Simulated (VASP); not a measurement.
# TaN (I4/mmm) in VASP: notebook

TaN is run at these levels: PBE; tasks: single point.

Everything below comes from runs of VASP 6.6.1. Logs are shortened: lines on timing, memory, paths and dates and some standing lists are left out, and cuts for length are marked.

**1. The cell of the first run**

The structure is tetragonal, space group I4/mmm (No. 139). The conventional cell has a = 3.082 Å, b = 3.082 Å, c = 4.402 Å, α = 90.00°, β = 90.00°, γ = 90.00°. Within 2.9 Å of Ta (site symmetry 4/mmm) lie 6 N at 2.18 to 2.20 Å. N (site symmetry 4/mmm) has 6 Ta at 2.18 to 2.20 Å within 2.9 Å.

**2. Single point, PBE (strain +0.0100 x Voigt [1, 0, 0, 0, 0, 0])**

INCAR reads:

```
SYSTEM = TaN
PREC = Accurate
ENCUT = 600
EDIFF = 1E-6
ISMEAR = 0
SIGMA = 0.15
LREAL = .FALSE.
LASPH = .TRUE.
NELM = 120
ALGO = Normal
ISIF = 2
LWAVE = .FALSE.
LCHARG = .FALSE.
GGA = PE
NBANDS = 15
GGA_COMPAT = .FALSE.
```

KPOINTS reads:

```
Automatic mesh
0
G
  18 18 18
  0 0 0
```

POSCAR reads:

```
TaN
1.0
    0.0000000000      2.1790000000      2.1790000000
    2.2007900000      0.0000000000      2.1790000000
    2.2007900000      2.1790000000      0.0000000000
Ta N
1 1
Direct
    0.5000000000      0.5000000000      0.5000000000
    0.0000000000      0.0000000000      0.0000000000
```

Potentials or basis: VASP PAW PBE potentials, release 64 (Ta_pv, N).

On the command line:

```sh
$ cat potpaw_PBE.64/Ta_pv/POTCAR potpaw_PBE.64/N/POTCAR > POTCAR
$ mpirun -np 1 vasp_std > vasp.out
```

OUTCAR:

```text
SYSTEM = TaN
   PREC = Accurate
   ENCUT = 600
   EDIFF = 1E-6
   ISMEAR = 0
   LREAL = .FALSE.
   LASPH = .TRUE.
   NELM = 120
   ISIF = 2
   GGA = PE

 ion  position               nearest neighbor table
   1  0.500  0.500  0.500-   2 2.18   2 2.18   2 2.18   2 2.18   2 2.20   2 2.20
   2  0.000  0.000  0.000-   1 2.18   1 2.18   1 2.18   1 2.18   1 2.20   1 2.20

  LATTYP: Found a body centered tetragonal cell.
 ALAT       =     3.0815713524
 C/A-ratio  =     1.4283556980

  Lattice vectors:

 A1 = (   2.2007900000,   0.0000000000,   2.1790000000)
 A2 = (   2.2007900000,   0.0000000000,  -2.1790000000)
 A3 = (  -2.2007900000,   2.1790000000,   0.0000000000)

Analysis of symmetry for initial positions (statically):
=====================================================================
 Subroutine PRICEL returns:
 Original cell was already a primitive cell.

 Routine SETGRP: Setting up the symmetry group for a
 body centered tetragonal supercell.

 Subroutine GETGRP returns: Found 16 space group operations
 (whereof 16 operations were pure point group operations)
 out of a pool of 16 trial point group operations.

The static configuration has the point symmetry D_4h.

Analysis of symmetry for dynamics (positions and initial velocities):
=====================================================================
 Subroutine PRICEL returns:
 Original cell was already a primitive cell.

 Routine SETGRP: Setting up the symmetry group for a
 body centered tetragonal supercell.

 Subroutine GETGRP returns: Found 16 space group operations
 (whereof 16 operations were pure point group operations)
 out of a pool of 16 trial point group operations.

The dynamic configuration has the point symmetry D_4h.

 Subroutine INISYM returns: Found 16 space group operations
 (whereof 16 operations are pure point group operations),
 and found     1 'primitive' translations

----------------------------------------------------------------------------------------

                                     Primitive cell

  volume of cell :      20.8989

  direct lattice vectors                    reciprocal lattice vectors
     0.000000000  2.179000000  2.179000000    -0.227191145  0.229463056  0.229463056
     2.200790000  0.000000000  2.179000000     0.227191145 -0.229463056  0.229463056
     2.200790000  2.179000000  0.000000000     0.227191145  0.229463056 -0.229463056

  length of vectors
     3.081571352  3.097017537  3.097017537     0.396134327  0.396134327  0.396134327

  position of ions in fractional coordinates (direct lattice)
     0.500000000  0.500000000  0.500000000
     0.000000000  0.000000000  0.000000000

  ion indices of the primitive-cell ions
   primitive index   ion index
                 1           1
                 2           2

----------------------------------------------------------------------------------------

 KPOINTS: Automatic mesh

Automatic generation of k-mesh.
 Grid dimensions read from file:
 generate k-points for:   18   18   18

 Generating k-lattice:

  Cartesian coordinates                     Fractional coordinates (reciprocal lattice)
    -0.012621730  0.012747948  0.012747948     0.055555556  0.000000000  0.000000000
     0.012621730 -0.012747948  0.012747948     0.000000000  0.055555556 -0.000000000
     0.012621730  0.012747948 -0.012747948     0.000000000 -0.000000000  0.055555556

  Length of vectors
     0.022007463  0.022007463  0.022007463

  Shift w.r.t. Gamma in fractional coordinates (k-lattice)
     0.000000000  0.000000000  0.000000000

 Subroutine IBZKPT returns following result:
 ===========================================

 Found    480 irreducible k-points:

 Following reciprocal coordinates:
            Coordinates               Weight
  0.000000  0.000000  0.000000      1.000000
  0.055556 -0.000000 -0.000000      8.000000
  0.111111 -0.000000 -0.000000      8.000000
  0.166667  0.000000  0.000000      8.000000
  0.222222  0.000000  0.000000      8.000000
  0.277778  0.000000  0.000000      8.000000
[... 16 lines left out ...]
 -0.277778  0.055556 -0.000000     16.000000
 -0.222222  0.055556 -0.000000     16.000000
 [... further k-points ...]
   k-points           NKPTS =    480   k-points in BZ     NKDIM =    480   number of bands    NBANDS=     15
   number of dos      NEDOS =    301   number of ions     NIONS =      2
   total plane-waves  NPLWV =  21952
   dimension x,y,z NGX =    28 NGY =   28 NGZ =   28
   dimension x,y,z NGXF=    56 NGYF=   56 NGZF=   56
   ions per type =               1   1
   NGX,Y,Z   is equivalent  to a cutoff of  15.11, 15.03, 15.03 a.u.
   NGXF,Y,Z  is equivalent  to a cutoff of  30.21, 30.06, 30.06 a.u.
 SYSTEM =  TaN
   PREC   = accura    normal or accurate (medium, high low for compatibility)
   ISTART =      0    job   : 0-new  1-cont  2-samecut
   ICHARG =      2    charge: 1-file 2-atom 10-const
   ISPIN  =      1    spin polarized calculation?
   LNONCOLLINEAR =      F non collinear calculations
   LSORBIT =      F    spin-orbit coupling
   LASPH  =      T    aspherical Exc in radial PAW
   ENCUT  =  600.0 eV  44.10 Ry    6.64 a.u.   6.15  6.19  6.19*2*pi/ulx,y,z
   NELM   =    120;   NELMIN=  2; NELMDL= -5     # of ELM steps
   EDIFF  = 0.1E-05   stopping-criterion for ELM
   LREAL  =      F    real-space projection
   EDIFFG = 0.1E-04   stopping-criterion for IOM
   NSW    =      0    number of steps for IOM
   IBRION =     -1    ionic relax: 0-MD 1-quasi-New 2-CG
   NFREE  =      0    steps in history (QN), initial steepest desc. (CG)
   ISIF   =      2    stress and relaxation
   ISYM   =      2    0-nonsym 1-usesym 2-fastsym
   POTIM  = 0.5000    time-step for ionic-motion
   TEBEG  =    0.0;   TEEND  =   0.0 temperature during run
   PSTRESS=    0.0 pullay stress
   NELECT =      16.0000    total number of electrons
   NUPDOWN=      -1.0000    fix difference up-down
   EMIN   =  10.00;   EMAX   =-10.00  energy-range for DOS
   EFERMI =   0.00;   METHOD = LEGACY
   ISMEAR =     0;   SIGMA  =   0.15  broadening in eV -4-tet -1-fermi 0-gaus
   EFERMI_NEDOS =   21; number of points for ismear=-14 and -15
   IALGO  =     38    algorithm
   IMIX   =      4    mixing-type and parameters
     AMIX     =   0.40;   BMIX     =  1.00
     AMIX_MAG =   1.60;   BMIX_MAG =  1.00
  volume/ion in A,a.u.               =      10.45        70.52
  Fermi-wavevector in a.u.,A,eV,Ry     =   1.497639  2.830127 30.516814  2.242923
  Thomas-Fermi vector in A             =   2.609501
   LORBIT       =      0    0 simple, 1 ext, 2 COOP (PROOUT), +10 PAW based schemes
   GGA     = PE    functional components
   LHFCALC =     F    Hartree Fock is set to
   AEXX    =    0.0000 exact exchange contribution
   IVDW    =     0    specifies the selected vdW correction
   LEPSILON=     F    determine dielectric tensor
   LRPA    =     F    only Hartree local field effects (RPA)
 non-spin polarized calculation
 Gauss-broadening in eV      SIGMA  =   0.15
  energy-cutoff  :      600.00
  volume of cell :       20.90
 maximum number of plane-waves:       717
 NGX is ok and might be reduce to    28
   NGX = 13   NGY = 13   NGZ = 13

 number of electron      16.0000000 magnetization

 Free energy of the ion-electron system (eV)
  ---------------------------------------------------
  ext. energy  EPLUGINS =         0.00000000
  ---------------------------------------------------
  free energy    TOTEN  =       -21.80671400 eV

  energy without entropy =      -21.79723044  energy(sigma->0) =      -21.80197222

 E-fermi :   9.7576     XC(G=0): -13.5337

 val. band max:        9.7541733090   @ k =  -0.1667   0.1667   0.0556
 cond. band min:       9.7581201209   @ k =   0.2222   0.1667   0.0556
 fundamental gap:      0.0039468119
 Fermi energy:         9.7575566785

 k-point     1 :       0.0000    0.0000    0.0000
  band No.  band energies     occupation
      1     -26.0028      2.00000
      2     -25.9958      2.00000
      3     -25.9958      2.00000
      4      -9.2647      2.00000
      5       5.8362      2.00000
      6       5.8824      2.00000
      7       5.8824      2.00000
      8       7.5098      2.00000
      9       7.6316      2.00000
     10       7.6316      2.00000
     11       9.7197      1.27904
     12       9.8846      0.23102
     13      11.4378      0.00000
     14      19.1580      0.00000
     15      22.1493      0.00000

 k-point     2 :       0.0556   -0.0000   -0.0000
  band No.  band energies     occupation
      1     -26.0283      2.00000
      2     -26.0030      2.00000
      3     -25.9982      2.00000
      4      -9.1867      2.00000
      5       5.4422      2.00000
      6       5.5706      2.00000
      7       5.6017      2.00000
      8       7.6652      2.00000
      9       7.7578      2.00000
     10       7.8054      2.00000
     11      10.0388      0.00801
     12      10.2080      0.00002
     13      11.6696      0.00000
     14      19.3976      0.00000
     15      22.1492      0.00000

 k-point     3 :       0.1111   -0.0000   -0.0000
  band No.  band energies     occupation
      1     -26.1129      2.00000
      2     -26.0116      2.00000
      3     -26.0053      2.00000
      4      -8.9598      2.00000
      5       4.5518      2.00000
      6       4.9526      2.00000
      7       4.9871      2.00000
      8       7.9891      2.00000
      9       8.0594      2.00000
     10       8.1070      2.00000
     11      10.8399      0.00000
     12      11.0200      0.00000
     13      12.2811      0.00000
     14      20.0736      0.00000
     15      22.1490      0.00000
[... 343 lines left out ...]
 k-point    23 :      -0.2778    0.0556   -0.0000
  band No.  band energies     occupation
      1     -26.5965      2.00000
      2     -26.0843      2.00000
      3     -26.0465      2.00000
      4      -7.4445      2.00000
      5       1.1525      2.00000
      6       2.7697      2.00000
      7       3.1312      2.00000
      8       9.2260      2.00000
      9       9.5868      1.89256
     10      10.5705      0.00000
     11      13.8422      0.00000
     12      14.9672      0.00000
     13      15.3709      0.00000
     14      22.0949      0.00000
     15      22.3412      0.00000

 k-point    24 :      -0.2222    0.0556   -0.0000
  band No.  band energies     occupation
      1     -26.4461      2.00000
      2     -26.0688      2.00000
      3     -26.0304      2.00000
      4      -7.9517      2.00000
      5       2.0464      2.00000
      6       3.2445      2.00000
      7       3.6764      2.00000
      8       8.7691      2.00000
      9       8.9267      2.00000
     10       9.8957      0.19291
     11      12.7527      0.00000
     12      14.0733      0.00000
     13      14.5141      0.00000
     14      22.1346      0.00000
     15      22.3410      0.00000

 [... further k-points ...]
[... 5 lines left out ...]
  --------------------------------------------------------------------------------------
  -------------------------------------------------------------------------------------
  Total        0.9494278      1.8024466      1.8024466      0.0000000      0.0000000      0.0000000
  in kB       72.7862698    138.1815109    138.1815109      0.0000000      0.0000000      0.0000000
  external PRESSURE =     116.3830972 kB  Pullay stress =       0.0000000 kB

 VOLUME and BASIS-vectors are now :
 -----------------------------------------------------------------------------
  energy-cutoff  :      600.00
  volume of cell :       20.90
      direct lattice vectors                 reciprocal lattice vectors
     0.000000000  2.179000000  2.179000000    -0.227191145  0.229463056  0.229463056
     2.200790000  0.000000000  2.179000000     0.227191145 -0.229463056  0.229463056
     2.200790000  2.179000000  0.000000000     0.227191145  0.229463056 -0.229463056

 POSITION                                       TOTAL-FORCE (eV/Angst)
 -----------------------------------------------------------------------------------
      2.20079      2.17900      2.17900         0.000000      0.000000     -0.000000
      0.00000      0.00000      0.00000         0.000000     -0.000000      0.000000
 -----------------------------------------------------------------------------------
    total drift:                                0.000000      0.000000      0.000000

  FREE ENERGIE OF THE ION-ELECTRON SYSTEM (eV)
  ---------------------------------------------------
  free  energy   TOTEN  =       -21.8067139959 eV

  energy  without entropy=      -21.7972304396  energy(sigma->0) =      -21.80197222
```

It took 2.1 min on 1 thread of AMD EPYC 9R45 (Zen 5), shared host; peak memory 0.29 GiB.

Results:

```
Free energy            : -21.8067 eV
Pressure               : 11.6 GPa
Band gap on the k mesh : zero (band 8 reaches 11.66 eV, above the bottom of band 9 at 7.63 eV)
```

Stress tensor (GPa, compression positive):
```
 7.28  0.00  0.00
 0.00 13.82  0.00
 0.00  0.00 13.82
```

Levels at points of the mesh, in eV from the Fermi level:
```
           k point  band 5  band 6  band 7  band 8  band 9  band 10  band 11  band 12
(0.00, 0.00, 0.00)   -3.92   -3.88   -3.88   -2.25   -2.13    -2.13    -0.04     0.13
(0.50, 0.00, 0.00)  -10.53   -7.72   -7.72    1.91    1.97     2.05     3.87     7.57
(0.50, 0.50, 0.00)   -6.66   -5.61   -4.73   -4.69    2.16     3.56     3.70     4.72
(0.00, 0.50, 0.50)   -6.77   -5.59   -4.66   -4.66    2.16     3.63     3.63     4.69
```

Caveat: the cell differs from its parent crystal (strain +0.0100 x Voigt [1, 0, 0, 0, 0, 0]); spin-orbit coupling is left out, which moves the levels of the heavy elements.

[end of part 1 of 3]
